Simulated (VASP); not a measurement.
# Ge (P6_3/mmc) in VASP: a series of runs

Ge is run at these levels: PBEsol; tasks: relaxation of cell and atoms.

Program: VASP 6.6.1. These are calculated values, not measurements. Logs are shortened: lines on timing, memory, paths and dates and some standing lists are left out, and cuts for length are marked.

### 1 The cell of the first run

The structure is hexagonal, space group P6_3/mmc (No. 194). Conventional cell: a = 3.842 Å, b = 3.842 Å, c = 6.350 Å, α = 90.00°, β = 90.00°, γ = 120.00°. Ge (site symmetry 3m) has 4 Ge at 2.36 to 2.37 Å within 3.1 Å.

This isn't the form of Ge at room conditions, which is diamond.

### 2 Relaxation of cell and atoms, PBEsol, target pressure 10 GPa, at which the enthalpy is minimised

Input file INCAR:

```
ALGO = Fast ; EDIFF = 1E-6
EDIFFG = -0.008 ; ENCUT = 600
GGA = PS ; IBRION = 2
ISIF = 3 ; ISMEAR = 0
LASPH = True ; LCHARG = False
LREAL = False ; LWAVE = False
NELM = 100 ; NSW = 70
PREC = Accurate ; PSTRESS = 100.0
SIGMA = 0.1
```

Input file KPOINTS:

```
k-points
0
Gamma
  12 12 6
```

Input file POSCAR:

```
Ge
1.0
    3.8419589831      0.0000000000      0.0000000000
   -1.9209794915      3.3272340796      0.0000000000
    0.0000000000      0.0000000000      6.3500516894
Ge
4
Direct
    0.6666666667      0.3333333333      0.0631553475
    0.3333333333      0.6666666667      0.5631553475
    0.6666666667      0.3333333333      0.4368446525
    0.3333333333      0.6666666667      0.9368446525
```

Potentials or basis: VASP PAW PBE potentials, release 64 (Ge_d).

Run with:

```console
> cat potpaw_PBE.64/Ge_d/POTCAR > POTCAR
> mpirun -np 1 vasp_std > vasp.out
```

OUTCAR:

```text
EDIFF = 1E-6
   EDIFFG = -0.008
   ENCUT = 600
   GGA = PS
   IBRION = 2
   ISIF = 3
   ISMEAR = 0
   LASPH = True
   LREAL = False
   NELM = 100
   NSW = 70
   PREC = Accurate
   PSTRESS = 100.0

 ion  position               nearest neighbor table
   1  0.667  0.333  0.063-   4 2.36   4 2.36   4 2.36   3 2.37
   2  0.333  0.667  0.563-   3 2.36   3 2.36   3 2.36   4 2.37
   3  0.667  0.333  0.437-   2 2.36   2 2.36   2 2.36   1 2.37
   4  0.333  0.667  0.937-   1 2.36   1 2.36   1 2.36   2 2.37

  LATTYP: Found a hexagonal cell.
 ALAT       =     3.8419589831
 C/A-ratio  =     1.6528161069

  Lattice vectors:

 A1 = (   3.8419589831,   0.0000000000,   0.0000000000)
 A2 = (  -1.9209794915,   3.3272340796,   0.0000000000)
 A3 = (   0.0000000000,   0.0000000000,   6.3500516894)

Analysis of symmetry for initial positions (statically):
=====================================================================
 Subroutine PRICEL returns:
 Original cell was already a primitive cell.

 Routine SETGRP: Setting up the symmetry group for a
 hexagonal supercell.

 Subroutine GETGRP returns: Found 24 space group operations
 (whereof 12 operations were pure point group operations)
 out of a pool of 24 trial point group operations.

The static configuration has the point symmetry D_3d.
 The point group associated with its full space group is D_6h.

Analysis of symmetry for dynamics (positions and initial velocities):
=====================================================================
 Subroutine PRICEL returns:
 Original cell was already a primitive cell.

 Routine SETGRP: Setting up the symmetry group for a
 hexagonal supercell.

 Subroutine GETGRP returns: Found 24 space group operations
 (whereof 12 operations were pure point group operations)
 out of a pool of 24 trial point group operations.

The dynamic configuration has the point symmetry D_3d.
 The point group associated with its full space group is D_6h.

 Subroutine INISYM returns: Found 24 space group operations
 (whereof 12 operations are pure point group operations),
 and found     1 'primitive' translations

----------------------------------------------------------------------------------------

                                     Primitive cell

  volume of cell :      81.1733

  direct lattice vectors                    reciprocal lattice vectors
     3.841958983  0.000000000  0.000000000     0.260283882  0.150274970  0.000000000
    -1.920979492  3.327234080  0.000000000     0.000000000  0.300549939  0.000000000
     0.000000000  0.000000000  6.350051689     0.000000000  0.000000000  0.157479033

  length of vectors
     3.841958983  3.841958983  6.350051689     0.300549939  0.300549939  0.157479033

  position of ions in fractional coordinates (direct lattice)
     0.666666667  0.333333333  0.063155348
     0.333333333  0.666666667  0.563155348
     0.666666667  0.333333333  0.436844652
     0.333333333  0.666666667  0.936844652

  ion indices of the primitive-cell ions
   primitive index   ion index
                 1           1
                 2           2
                 3           3
                 4           4

----------------------------------------------------------------------------------------

 KPOINTS: k-points

Automatic generation of k-mesh.
 Grid dimensions read from file:
 generate k-points for:   12   12    6

 Generating k-lattice:

  Cartesian coordinates                     Fractional coordinates (reciprocal lattice)
     0.021690324  0.012522914  0.000000000     0.083333333  0.000000000  0.000000000
     0.000000000  0.025045828  0.000000000     0.000000000  0.083333333  0.000000000
     0.000000000  0.000000000  0.026246506     0.000000000  0.000000000  0.166666667

  Length of vectors
     0.025045828  0.025045828  0.026246506

  Shift w.r.t. Gamma in fractional coordinates (k-lattice)
     0.000000000  0.000000000  0.000000000

 Subroutine IBZKPT returns following result:
 ===========================================

 Found     76 irreducible k-points:

 Following reciprocal coordinates:
            Coordinates               Weight
  0.000000  0.000000  0.000000      1.000000
  0.083333 -0.000000  0.000000      6.000000
  0.166667 -0.000000  0.000000      6.000000
  0.250000 -0.000000  0.000000      6.000000
  0.333333 -0.000000  0.000000      6.000000
  0.416667 -0.000000  0.000000      6.000000
[... 16 lines left out ...]
  0.250000 -0.000000  0.166667     12.000000
  0.333333 -0.000000  0.166667     12.000000
 [... further k-points ...]
   k-points           NKPTS =     76   k-points in BZ     NKDIM =     76   number of bands    NBANDS=     33
   number of dos      NEDOS =    301   number of ions     NIONS =      4
   total plane-waves  NPLWV =  55296
   dimension x,y,z NGX =    32 NGY =   32 NGZ =   54
   dimension x,y,z NGXF=    64 NGYF=   64 NGZF=  108
   ions per type =               4
   NGX,Y,Z   is equivalent  to a cutoff of  13.85, 13.85, 14.14 a.u.
   NGXF,Y,Z  is equivalent  to a cutoff of  27.69, 27.69, 28.27 a.u.
 SYSTEM =  unknown system
   PREC   = accura    normal or accurate (medium, high low for compatibility)
   ISTART =      0    job   : 0-new  1-cont  2-samecut
   ICHARG =      2    charge: 1-file 2-atom 10-const
   ISPIN  =      1    spin polarized calculation?
   LNONCOLLINEAR =      F non collinear calculations
   LSORBIT =      F    spin-orbit coupling
   LASPH  =      T    aspherical Exc in radial PAW
   ENCUT  =  600.0 eV  44.10 Ry    6.64 a.u.   7.67  7.67 12.68*2*pi/ulx,y,z
   NELM   =    100;   NELMIN=  2; NELMDL= -5     # of ELM steps
   EDIFF  = 0.1E-05   stopping-criterion for ELM
   LREAL  =      F    real-space projection
   EDIFFG = -.8E-02   stopping-criterion for IOM
   NSW    =     70    number of steps for IOM
   IBRION =      2    ionic relax: 0-MD 1-quasi-New 2-CG
   NFREE  =      1    steps in history (QN), initial steepest desc. (CG)
   ISIF   =      3    stress and relaxation
   ISYM   =      2    0-nonsym 1-usesym 2-fastsym
   POTIM  = 0.5000    time-step for ionic-motion
   TEBEG  =    0.0;   TEEND  =   0.0 temperature during run
   PSTRESS=  100.0 pullay stress
   NELECT =      56.0000    total number of electrons
   NUPDOWN=      -1.0000    fix difference up-down
   EMIN   =  10.00;   EMAX   =-10.00  energy-range for DOS
   EFERMI =   0.00;   METHOD = LEGACY
   ISMEAR =     0;   SIGMA  =   0.10  broadening in eV -4-tet -1-fermi 0-gaus
   EFERMI_NEDOS =   21; number of points for ismear=-14 and -15
   IALGO  =     68    algorithm
   IMIX   =      4    mixing-type and parameters
     AMIX     =   0.40;   BMIX     =  1.00
     AMIX_MAG =   1.60;   BMIX_MAG =  1.00
  volume/ion in A,a.u.               =      20.29       136.95
  Fermi-wavevector in a.u.,A,eV,Ry     =   1.446549  2.733581 28.470234  2.092503
  Thomas-Fermi vector in A             =   2.564605
   LORBIT       =      0    0 simple, 1 ext, 2 COOP (PROOUT), +10 PAW based schemes
   GGA     = PS    functional components
   LHFCALC =     F    Hartree Fock is set to
   AEXX    =    0.0000 exact exchange contribution
   IVDW    =     0    specifies the selected vdW correction
   LEPSILON=     F    determine dielectric tensor
   LRPA    =     F    only Hartree local field effects (RPA)
 conjugate gradient relaxation of ions
 non-spin polarized calculation
 RMM-DIIS sequential band-by-band and
 Gauss-broadening in eV      SIGMA  =   0.10
  energy-cutoff  :      600.00
  volume of cell :       81.17
 maximum number of plane-waves:      2743
 NGX is ok and might be reduce to    32
   NGX = 15   NGY = 15   NGZ = 25

--------------------------------------- Ionic step        1  -------------------------------------------

 number of electron      55.9999988 magnetization

 Free energy of the ion-electron system (eV)
  ---------------------------------------------------
  ext. energy  EPLUGINS =         0.00000000
  ---------------------------------------------------
  free energy    TOTEN  =       -19.39416873 eV

  energy without entropy =      -19.39369856  energy(sigma->0) =      -19.39393364

------------------------ aborting loop because EDIFF is reached ----------------------------------------

  FORCE on cell =-STRESS in cart. coord.  units (eV):
  Direction    XX          YY          ZZ          XY          YZ          ZX
  --------------------------------------------------------------------------------------
  -------------------------------------------------------------------------------------
  Total        5.2299547      5.2299547      5.2446329      0.0000000      0.0000000      0.0000000
  in kB      103.2274437    103.2274437    103.5171576      0.0000000      0.0000000      0.0000000
  external PRESSURE =       3.3240150 kB  Pullay stress =     100.0000000 kB

 VOLUME and BASIS-vectors are now :
 -----------------------------------------------------------------------------
  energy-cutoff  :      600.00
  volume of cell :       81.17
      direct lattice vectors                 reciprocal lattice vectors
     3.841958983  0.000000000  0.000000000     0.260283882  0.150274970  0.000000000
    -1.920979492  3.327234080  0.000000000     0.000000000  0.300549939  0.000000000
     0.000000000  0.000000000  6.350051689     0.000000000  0.000000000  0.157479033
[... 130 lines left out ...]
  FREE ENERGIE OF THE ION-ELECTRON SYSTEM (eV)
  ---------------------------------------------------
  free  energy   TOTEN  =       -19.4138835595 eV

  energy  without entropy=      -19.4134038538  energy(sigma->0) =      -19.41364371

  enthalpy is  TOTEN    =       -14.3280553851 eV   P V=        5.0858281744

--------------------------------------- Ionic step        5  -------------------------------------------

 number of electron      55.9999987 magnetization

 Free energy of the ion-electron system (eV)
  ---------------------------------------------------
  ext. energy  EPLUGINS =         0.00000000
  ---------------------------------------------------
  free energy    TOTEN  =       -19.41306210 eV

  energy without entropy =      -19.41258290  energy(sigma->0) =      -19.41282250

 E-fermi :   6.1700     XC(G=0): -10.6365

 val. band max:        5.9830888994   @ k =   0.0833  -0.0000   0.0000
 cond. band min:       6.1747117587   @ k =   0.0000   0.0000   0.0000
 fundamental gap:      0.1916228593
 Fermi energy:         6.1700096647

 k-point     1 :       0.0000    0.0000    0.0000
  band No.  band energies     occupation
      1     -19.0482      2.00000
      2     -19.0482      2.00000
      3     -18.9971      2.00000
      4     -18.9951      2.00000
      5     -18.9951      2.00000
      6     -18.9836      2.00000
[... 853 lines left out ...]
     32      10.0798      0.00000
     33      10.8543      0.00000

 [... further k-points ...]

------------------------ aborting loop because EDIFF is reached ----------------------------------------

  FORCE on cell =-STRESS in cart. coord.  units (eV):
  Direction    XX          YY          ZZ          XY          YZ          ZX
  --------------------------------------------------------------------------------------
  -------------------------------------------------------------------------------------
  Total        5.0574788      5.0574788      5.1112217      0.0000000      0.0000000      0.0000000
  in kB       99.4587163     99.4587163    100.5156081      0.0000000      0.0000000      0.0000000
  external PRESSURE =      -0.1889864 kB  Pullay stress =     100.0000000 kB

 VOLUME and BASIS-vectors are now :
 -----------------------------------------------------------------------------
  energy-cutoff  :      600.00
  volume of cell :       81.47
      direct lattice vectors                 reciprocal lattice vectors
     3.846509746  0.000000000  0.000000000     0.259975943  0.150097181 -0.000000000
    -1.923254873  3.331175156  0.000000000    -0.000000000  0.300194362 -0.000000000
     0.000000000  0.000000000  6.358248444     0.000000000  0.000000000  0.157276019

 POSITION                                       TOTAL-FORCE (eV/Angst)
 -----------------------------------------------------------------------------------
      1.92325      1.11039      0.40219         0.000000      0.000000      0.006420
     -0.00000      2.22078      3.58132         0.000000      0.000000      0.006420
      1.92325      1.11039      2.77693        -0.000000     -0.000000     -0.006420
     -0.00000      2.22078      5.95606        -0.000000     -0.000000     -0.006420
 -----------------------------------------------------------------------------------
    total drift:                               -0.000000      0.000000      0.000000

  FREE ENERGIE OF THE ION-ELECTRON SYSTEM (eV)
  ---------------------------------------------------
  free  energy   TOTEN  =       -19.4130621007 eV

  energy  without entropy=      -19.4125829046  energy(sigma->0) =      -19.41282250

  enthalpy is  TOTEN    =       -14.3280590555 eV   P V=        5.0850030452

 reached required accuracy - stopping structural energy minimisation
```

Wall time 17 min (1 thread of Oxide Virtual Turin-like, shared host); peak memory 0.31 GiB.

Results:

| Quantity | Value |
| --- | --- |
| Free energy | -19.4131 eV |
| Relaxed volume | 20.37 Å³/atom |
| Relaxed cell | a = 3.847 Å, b = 3.847 Å, c = 6.358 Å, α = 90.00°, β = 90.00°, γ = 120.00° |
| Space group after relaxing (to 0.1 Å) | P6_3/mmc (No. 194) |
| Energy change on relaxing (the run minimises the enthalpy) | -4.7 meV/atom |
| Ionic steps | 5 |
| Pressure after relaxing | 10.0 GPa |
| Largest force after relaxing | 0.006 eV/Å |
| Band gap on the k mesh | 0.04 eV |

Forces in eV/Å, atoms in the order of the input:
```
Ge   0.000  0.000  0.006
Ge   0.000  0.000  0.006
Ge   0.000  0.000 -0.006
Ge   0.000  0.000 -0.006
```

Stress tensor (GPa, compression positive):
```
 9.95  0.00  0.00
 0.00  9.95  0.00
 0.00  0.00 10.05
```

The path:
```csv
step,energy change (eV),largest force (eV/Å),pressure (GPa),volume (Å³)
1,0.0000,0.0218,10.33,81.17
2,-0.0310,0.0107,9.53,81.67
3,-0.0185,0.0083,10.04,81.46
4,-0.0197,0.0011,9.89,81.48
5,-0.0189,0.0064,9.98,81.47
```

Final structure:
```
Ge
1.0
     3.84651    0.00000    0.00000
    -1.92325    3.33118    0.00000
     0.00000    0.00000    6.35825
Ge
4
Cartesian
  1.9233 1.1104 0.4022
  0.0000 2.2208 3.5813
  1.9233 1.1104 2.7769
  0.0000 2.2208 5.9561
```

Caveat: the cell is relaxed towards a set pressure, so the run minimises the enthalpy, not the energy; the smearing spreads over this small gap; semilocal functionals underestimate gaps, and a narrow one can read as zero; the PAW data sets were made with another functional, which shifts forces and pressure a little. A k mesh can miss the band edges.

### 3 Relaxation of cell and atoms, PBEsol, target pressure 5 GPa, at which the enthalpy is minimised

This run uses another cell than the first one, of 21.34 Å³/atom.

Input file INCAR:

```
ALGO = Fast
EDIFF = 1E-6
EDIFFG = -0.008
ENCUT = 600
GGA = PS
IBRION = 2
ISIF = 3
ISMEAR = 0
LASPH = T
LCHARG = F
LREAL = F
LWAVE = F
NELM = 100
NSW = 70
PREC = Accurate
PSTRESS = 50.0
SIGMA = 0.1
```

KPOINTS is that of step 2.

Input file POSCAR:

```
Ge
1.0
    3.9090371330      0.0000000000      0.0000000000
   -1.9545185665      3.3853254615      0.0000000000
    0.0000000000      0.0000000000      6.4514427414
Ge
4
Direct
    0.6666666667      0.3333333333      0.0629463573
    0.3333333333      0.6666666667      0.5629463573
    0.6666666667      0.3333333333      0.4370536427
    0.3333333333      0.6666666667      0.9370536427
```

Potentials or basis: VASP PAW PBE potentials, release 64 (Ge_d).

Run with:

```console
> cat potpaw_PBE.64/Ge_d/POTCAR > POTCAR
> mpirun -np 1 vasp_std > vasp.out
```

Run time: 32 min. Hardware: 1 thread of Oxide Virtual Turin-like, shared host; peak memory 0.32 GiB.

Results (log left out):

```
Free energy                                                : -19.6004 eV
Relaxed volume                                             : 21.38 Å³/atom
Relaxed cell                                               : a = 3.911 Å, b = 3.911 Å, c = 6.457 Å, α = 90.00°, β = 90.00°, γ = 120.00°
Space group after relaxing (to 0.1 Å)                      : P6_3/mmc (No. 194)
Energy change on relaxing (the run minimises the enthalpy) : -1.2 meV/atom
Ionic steps                                                : 14
Pressure after relaxing                                    : 5.0 GPa
Largest force after relaxing                               : 0.007 eV/Å
Band gap on the k mesh                                     : zero (filled and empty bands overlap)
```

Forces on the atoms (eV/Å):
```
Ge   0.000  0.000  0.007
Ge   0.000  0.000  0.007
Ge   0.000  0.000 -0.007
Ge   0.000  0.000 -0.007
```

The path:
```
step  energy change (eV)  largest force (eV/Å)  pressure (GPa)  volume (Å³)
   1              0.0000                0.0132            5.17        85.37
   2             -0.0091                0.0007            4.84        85.66
   3             -0.0071                0.0066            4.91        85.60
   4             -0.0052                0.0091            4.99        85.54
   5             -0.0054                0.0049            4.95        85.54
   6             -0.0032                0.0031            5.11        85.47
   7             -0.0048                0.0090            4.91        85.52
   8             -0.0040                0.0031            5.14        85.50
   9             -0.0044                0.0086            5.05        85.51
  10             -0.0045                0.0069            5.05        85.51
  11             -0.0047                0.0082            4.93        85.52
  12             -0.0045                0.0042            5.12        85.51
  13             -0.0046                0.0069            5.08        85.52
  14             -0.0046                0.0070            5.03        85.52
```

Final structure:
```yaml
crystal:
  lattice:
    - [3.91076, 0.00000, 0.00000]
    - [-1.95538, 3.38682, 0.00000]
    - [0.00000, 0.00000, 6.45650]
  atoms:
    - { symbol: Ge, position: [0.66667, 0.33333, 0.06302] }
    - { symbol: Ge, position: [0.33333, 0.66667, 0.56302] }
    - { symbol: Ge, position: [0.66667, 0.33333, 0.43698] }
    - { symbol: Ge, position: [0.33333, 0.66667, 0.93698] }
```

Levels at points of the mesh, in eV from the Fermi level:
```tsv
k point	band 25	band 26	band 27	band 28	band 29	band 30	band 31	band 32
(0.00, 0.00, 0.00)	-1.70	-0.29	-0.06	0.04	0.04	0.47	2.13	2.13
(0.50, 0.00, 0.00)	-5.06	-3.42	-3.20	-1.65	0.29	1.71	3.38	3.60
(0.00, 0.00, 0.50)	-1.03	-1.03	-1.03	-1.03	0.76	0.76	3.30	3.30
(0.50, 0.00, 0.50)	-2.84	-2.84	-2.71	-2.71	0.40	0.40	1.89	1.89
```

Caveat: the cell is relaxed towards a set pressure, so the run minimises the enthalpy, not the energy; semilocal functionals underestimate gaps, and a narrow one can read as zero; the PAW data sets were made with another functional, which shifts forces and pressure a little.

The gap in the log of VASP goes by the Fermi energy; the results here count the filled bands.